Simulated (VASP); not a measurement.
# Mo4C3 (F-43m) in VASP: relaxation of cell and atoms with PBE

Aim: the relaxation of cell and atoms of Mo4C3 with PBE.

Program: VASP 6.6.1. These are calculated values, not measurements. Logs are shortened: lines on timing, memory, paths and dates and some standing lists are left out, and cuts for length are marked.

## 1. The cell of the first run

It takes space group F-43m (No. 216, cubic). The conventional cell has a = 8.790 Å, b = 8.790 Å, c = 8.790 Å, α = 90.00°, β = 90.00°, γ = 90.00°. Mo (site symmetry 3m) has 2 C at 1.89 to 1.92 Å within 2.5 Å. Within 2.5 Å of C (site symmetry -43m) lie 4 Mo at 1.89 Å. Within 4.8 Å of C (site symmetry -43m) lie 12 Mo at 3.64 Å and 10 C at 3.81 to 4.40 Å. Within 2.5 Å of C (site symmetry -43m) lie 4 Mo at 1.92 Å.

The cell was generated, and may not be a known phase.

## 2. Relaxation of cell and atoms, PBE

INCAR

```
SYSTEM = Mo4C3
  PREC = Accurate
  ENCUT = 600
  EDIFF = 1E-6
  ISMEAR = 0
  SIGMA = 0.1
  LREAL = .FALSE.
  LASPH = .TRUE.
  NELM = 100
  ALGO = Fast
  ISIF = 3
  LWAVE = .FALSE.
  LCHARG = .FALSE.
  GGA = PE
  IBRION = 2
  NSW = 100
  EDIFFG = -0.01
```

KPOINTS

```
Automatic mesh
0
G
  8 8 8
  0 0 0
```

POSCAR

```
Mo4C3
1.0
    0.0000000000      4.3951286673      4.3951286673
    4.3951286673      0.0000000000      4.3951286673
    4.3951286673      4.3951286673      0.0000000000
Mo C
4 3
Direct
    0.1259356547      0.6221930358      0.1259356547
    0.1259356547      0.1259356547      0.1259356547
    0.6221930358      0.1259356547      0.1259356547
    0.1259356547      0.1259356547      0.6221930358
    0.2500000000      0.2500000000      0.2500000000
    0.5000000000      0.5000000000      0.5000000000
    0.0000000000      0.0000000000      0.0000000000
```

Potentials or basis: VASP PAW PBE potentials, release 64 (Mo_sv, C).

On the command line:

```
cat potpaw_PBE.64/Mo_sv/POTCAR potpaw_PBE.64/C/POTCAR > POTCAR
mpirun -np 1 vasp_std > vasp.out
```

OUTCAR:

```text
SYSTEM = Mo4C3
   PREC = Accurate
   ENCUT = 600
   EDIFF = 1E-6
   ISMEAR = 0
   LREAL = .FALSE.
   LASPH = .TRUE.
   NELM = 100
   ISIF = 3
   GGA = PE
   IBRION = 2
   NSW = 100
   EDIFFG = -0.01

 ion  position               nearest neighbor table
   1  0.126  0.622  0.126-   5 1.89   7 1.92   4 3.08   2 3.08   3 3.08   4 3.13   2 3.13   3 3.13

   2  0.126  0.126  0.126-   5 1.89   7 1.92   4 3.08   1 3.08   3 3.08   4 3.13   1 3.13   3 3.13

   3  0.622  0.126  0.126-   5 1.89   7 1.92   4 3.08   1 3.08   2 3.08   1 3.13   2 3.13   4 3.13

   4  0.126  0.126  0.622-   5 1.89   7 1.92   3 3.08   1 3.08   2 3.08   2 3.13   1 3.13   3 3.13

   5  0.250  0.250  0.250-   1 1.89   3 1.89   4 1.89   2 1.89
   6  0.500  0.500  0.500-
   7  0.000  0.000  0.000-   2 1.92   1 1.92   3 1.92   4 1.92

  LATTYP: Found a face centered cubic cell.
 ALAT       =     8.7902573346

  Lattice vectors:

 A1 = (   0.0000000000,   4.3951286673,   4.3951286673)
 A2 = (   4.3951286673,   0.0000000000,   4.3951286673)
 A3 = (   4.3951286673,   4.3951286673,   0.0000000000)

Analysis of symmetry for initial positions (statically):
=====================================================================
 Subroutine PRICEL returns:
 Original cell was already a primitive cell.

 Routine SETGRP: Setting up the symmetry group for a
 face centered cubic supercell.

 Subroutine GETGRP returns: Found 24 space group operations
 (whereof 24 operations were pure point group operations)
 out of a pool of 48 trial point group operations.

The static configuration has the point symmetry T_d .

Analysis of symmetry for dynamics (positions and initial velocities):
=====================================================================
 Subroutine PRICEL returns:
 Original cell was already a primitive cell.

 Routine SETGRP: Setting up the symmetry group for a
 face centered cubic supercell.

 Subroutine GETGRP returns: Found 24 space group operations
 (whereof 24 operations were pure point group operations)
 out of a pool of 48 trial point group operations.

The dynamic configuration has the point symmetry T_d .

 Subroutine INISYM returns: Found 24 space group operations
 (whereof 24 operations are pure point group operations),
 and found     1 'primitive' translations

----------------------------------------------------------------------------------------

                                     Primitive cell

  volume of cell :     169.8028

  direct lattice vectors                    reciprocal lattice vectors
     0.000000000  4.395128667  4.395128667    -0.113762312  0.113762312  0.113762312
     4.395128667  0.000000000  4.395128667     0.113762312 -0.113762312  0.113762312
     4.395128667  4.395128667  0.000000000     0.113762312  0.113762312 -0.113762312

  length of vectors
     6.215650570  6.215650570  6.215650570     0.197042105  0.197042105  0.197042105

  position of ions in fractional coordinates (direct lattice)
     0.125935655  0.622193036  0.125935655
     0.125935655  0.125935655  0.125935655
     0.622193036  0.125935655  0.125935655
     0.125935655  0.125935655  0.622193036
     0.250000000  0.250000000  0.250000000
     0.500000000  0.500000000  0.500000000
     0.000000000  0.000000000  0.000000000

  ion indices of the primitive-cell ions
   primitive index   ion index
                 1           1
                 2           2
                 3           3
                 4           4
                 5           5
                 6           6
                 7           7

----------------------------------------------------------------------------------------

 KPOINTS: Automatic mesh

Automatic generation of k-mesh.
 Grid dimensions read from file:
 generate k-points for:    8    8    8

 Generating k-lattice:

  Cartesian coordinates                     Fractional coordinates (reciprocal lattice)
    -0.014220289  0.014220289  0.014220289     0.125000000  0.000000000  0.000000000
     0.014220289 -0.014220289  0.014220289     0.000000000  0.125000000  0.000000000
     0.014220289  0.014220289 -0.014220289     0.000000000  0.000000000  0.125000000

  Length of vectors
     0.024630263  0.024630263  0.024630263

  Shift w.r.t. Gamma in fractional coordinates (k-lattice)
     0.000000000  0.000000000  0.000000000

 Subroutine IBZKPT returns following result:
 ===========================================

 Found     29 irreducible k-points:

 Following reciprocal coordinates:
            Coordinates               Weight
  0.000000  0.000000  0.000000      1.000000
  0.125000  0.000000  0.000000      8.000000
  0.250000  0.000000  0.000000      8.000000
  0.375000  0.000000  0.000000      8.000000
  0.500000  0.000000  0.000000      4.000000
  0.125000  0.125000  0.000000      6.000000
[... 16 lines left out ...]
  0.500000  0.250000  0.125000     48.000000
 -0.375000  0.250000  0.125000     24.000000
 [... further k-points ...]
   k-points           NKPTS =     29   k-points in BZ     NKDIM =     29   number of bands    NBANDS=     40
   number of dos      NEDOS =    301   number of ions     NIONS =      7
   total plane-waves  NPLWV = 125000
   dimension x,y,z NGX =    50 NGY =   50 NGZ =   50
   dimension x,y,z NGXF=   100 NGYF=  100 NGZF=  100
   ions per type =               4   3
   NGX,Y,Z   is equivalent  to a cutoff of  13.37, 13.37, 13.37 a.u.
   NGXF,Y,Z  is equivalent  to a cutoff of  26.75, 26.75, 26.75 a.u.
 SYSTEM =  Mo4C3
   PREC   = accura    normal or accurate (medium, high low for compatibility)
   ISTART =      0    job   : 0-new  1-cont  2-samecut
   ICHARG =      2    charge: 1-file 2-atom 10-const
   ISPIN  =      1    spin polarized calculation?
   LNONCOLLINEAR =      F non collinear calculations
   LSORBIT =      F    spin-orbit coupling
   LASPH  =      T    aspherical Exc in radial PAW
   ENCUT  =  600.0 eV  44.10 Ry    6.64 a.u.  12.41 12.41 12.41*2*pi/ulx,y,z
   NELM   =    100;   NELMIN=  2; NELMDL= -5     # of ELM steps
   EDIFF  = 0.1E-05   stopping-criterion for ELM
   LREAL  =      F    real-space projection
   EDIFFG = -.1E-01   stopping-criterion for IOM
   NSW    =    100    number of steps for IOM
   IBRION =      2    ionic relax: 0-MD 1-quasi-New 2-CG
   NFREE  =      1    steps in history (QN), initial steepest desc. (CG)
   ISIF   =      3    stress and relaxation
   ISYM   =      2    0-nonsym 1-usesym 2-fastsym
   POTIM  = 0.5000    time-step for ionic-motion
   TEBEG  =    0.0;   TEEND  =   0.0 temperature during run
   PSTRESS=    0.0 pullay stress
   NELECT =      68.0000    total number of electrons
   NUPDOWN=      -1.0000    fix difference up-down
   EMIN   =  10.00;   EMAX   =-10.00  energy-range for DOS
   EFERMI =   0.00;   METHOD = LEGACY
   ISMEAR =     0;   SIGMA  =   0.10  broadening in eV -4-tet -1-fermi 0-gaus
   EFERMI_NEDOS =   21; number of points for ismear=-14 and -15
   IALGO  =     68    algorithm
   IMIX   =      4    mixing-type and parameters
     AMIX     =   0.40;   BMIX     =  1.00
     AMIX_MAG =   1.60;   BMIX_MAG =  1.00
  volume/ion in A,a.u.               =      24.26       163.70
  Fermi-wavevector in a.u.,A,eV,Ry     =   1.206691  2.280316 19.811499  1.456104
  Thomas-Fermi vector in A             =   2.342351
   LORBIT       =      0    0 simple, 1 ext, 2 COOP (PROOUT), +10 PAW based schemes
   GGA     = PE    functional components
   LHFCALC =     F    Hartree Fock is set to
   AEXX    =    0.0000 exact exchange contribution
   IVDW    =     0    specifies the selected vdW correction
   LEPSILON=     F    determine dielectric tensor
   LRPA    =     F    only Hartree local field effects (RPA)
 conjugate gradient relaxation of ions
 non-spin polarized calculation
 RMM-DIIS sequential band-by-band and
 Gauss-broadening in eV      SIGMA  =   0.10
  energy-cutoff  :      600.00
  volume of cell :      169.80
 maximum number of plane-waves:      5769
 NGX is ok and might be reduce to    50
   NGX = 25   NGY = 25   NGZ = 25

--------------------------------------- Ionic step        1  -------------------------------------------

 number of electron      67.9999994 magnetization

 Free energy of the ion-electron system (eV)
  ---------------------------------------------------
  ext. energy  EPLUGINS =         0.00000000
  ---------------------------------------------------
  free energy    TOTEN  =       -51.32927552 eV

  energy without entropy =      -51.30909303  energy(sigma->0) =      -51.31918427

------------------------ aborting loop because EDIFF is reached ----------------------------------------

  FORCE on cell =-STRESS in cart. coord.  units (eV):
  Direction    XX          YY          ZZ          XY          YZ          ZX
  --------------------------------------------------------------------------------------
  -------------------------------------------------------------------------------------
  Total        0.1514551      0.1514551      0.1514551      0.0000000      0.0000000      0.0000000
  in kB        1.4290577      1.4290577      1.4290577      0.0000000      0.0000000      0.0000000
  external PRESSURE =       1.4290577 kB  Pullay stress =       0.0000000 kB
[... 67 lines left out ...]
  energy  without entropy=      -51.3089692424  energy(sigma->0) =      -51.31909879

--------------------------------------- Ionic step        3  -------------------------------------------

 number of electron      67.9999994 magnetization

 Free energy of the ion-electron system (eV)
  ---------------------------------------------------
  ext. energy  EPLUGINS =         0.00000000
  ---------------------------------------------------
  free energy    TOTEN  =       -51.32937471 eV

  energy without entropy =      -51.30915904  energy(sigma->0) =      -51.31926688

 E-fermi :   2.8056     XC(G=0):  -8.9830

 val. band max:        2.7829005535   @ k =  -0.3750   0.3750   0.0000
 cond. band min:       2.8300174275   @ k =   0.5000   0.0000   0.0000
 fundamental gap:      0.0471168740
 Fermi energy:         2.8055633927

 k-point     1 :       0.0000    0.0000    0.0000
  band No.  band energies     occupation
      1     -58.2545      2.00000
      2     -58.1992      2.00000
      3     -58.1992      2.00000
      4     -58.1992      2.00000
      5     -32.9684      2.00000
      6     -32.5032      2.00000
[... 1021 lines left out ...]
     39       3.7181      0.00000
     40       3.9110      0.00000

 [... further k-points ...]

------------------------ aborting loop because EDIFF is reached ----------------------------------------

  FORCE on cell =-STRESS in cart. coord.  units (eV):
  Direction    XX          YY          ZZ          XY          YZ          ZX
  --------------------------------------------------------------------------------------
  -------------------------------------------------------------------------------------
  Total        0.0041516      0.0041516      0.0041516      0.0000000      0.0000000      0.0000000
  in kB        0.0391188      0.0391188      0.0391188      0.0000000      0.0000000      0.0000000
  external PRESSURE =       0.0391188 kB  Pullay stress =       0.0000000 kB
[... 22 lines left out ...]
  FREE ENERGIE OF THE ION-ELECTRON SYSTEM (eV)
  ---------------------------------------------------
  free  energy   TOTEN  =       -51.3293747110 eV

  energy  without entropy=      -51.3091590405  energy(sigma->0) =      -51.31926688

 reached required accuracy - stopping structural energy minimisation
```

Wall time 25 min (1 thread of Oxide Virtual Turin-like, shared host); peak memory 0.45 GiB.

What came out:

```yaml
Free_energy: -51.3294 eV
Relaxed_volume: 24.29 Å³/atom
Relaxed_cell: a = 6.219 Å, b = 6.219 Å, c = 6.219 Å, α = 60.00°, β = 60.00°, γ = 60.00°
Space_group_after_relaxing_to_0.1_Å: F-43m (No. 216)
Energy_gained_by_relaxing: 0.0 meV/atom
Ionic_steps: 3
Pressure_after_relaxing: 0.0 GPa
Largest_force_after_relaxing: 0.004 eV/Å
Band_gap_on_the_k_mesh: zero (bands 34 and 35 overlap by 0.19 eV)
```

Forces on the atoms (eV/Å):
```
Mo  -0.002  0.002 -0.002
Mo   0.002  0.002  0.002
Mo   0.002 -0.002 -0.002
Mo  -0.002 -0.002  0.002
C    0.000  0.000  0.000
C    0.000  0.000  0.000
C    0.000  0.000  0.000
```

Final structure:
```
CELL_PARAMETERS angstrom
0.00000 4.39715 4.39715
4.39715 0.00000 4.39715
4.39715 4.39715 0.00000
ATOMIC_POSITIONS crystal
Mo 0.12595 0.62216 0.12595
Mo 0.12595 0.12595 0.12595
Mo 0.62216 0.12595 0.12595
Mo 0.12595 0.12595 0.62216
C 0.25000 0.25000 0.25000
C 0.50000 0.50000 0.50000
C 0.00000 0.00000 0.00000
```

The gap in the log of VASP goes by the Fermi energy; the results here count the filled bands.